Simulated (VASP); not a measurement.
The system is LiF.

```xyz
2
Lattice="0.0000 2.1446 2.1221 2.1446 0.0000 2.1221 2.1446 2.1446 0.0000" Properties=species:S:1:pos:R:3 pbc="T T T"
Li    0.0000    0.0000    0.0000
F     1.0723    1.0723    1.0610
```

This cell differs from its parent crystal: uniaxial z strain -1.1%.

Base run:

* Program: VASP 6.6.1
* Functional: r2SCAN
* Potentials or basis: VASP PAW PBE potentials, release 64 (Li_sv, F)
* Cutoff: 520 eV
* k mesh: 10 × 10 × 10
* Occupations: gaussian, width 0.01 eV
* Spin: no spin polarisation

Its results: band gap on the k mesh 8.80 eV, direct.

Question: The run is repeated on the same cell with these changes: functional from r2SCAN to PBE; occupations from gaussian, width 0.01 eV to fermi-dirac, width 0.02 eV. What comes out?

Answer: Band gap on the k mesh 7.96 eV, direct.

A k mesh can miss the band edges.
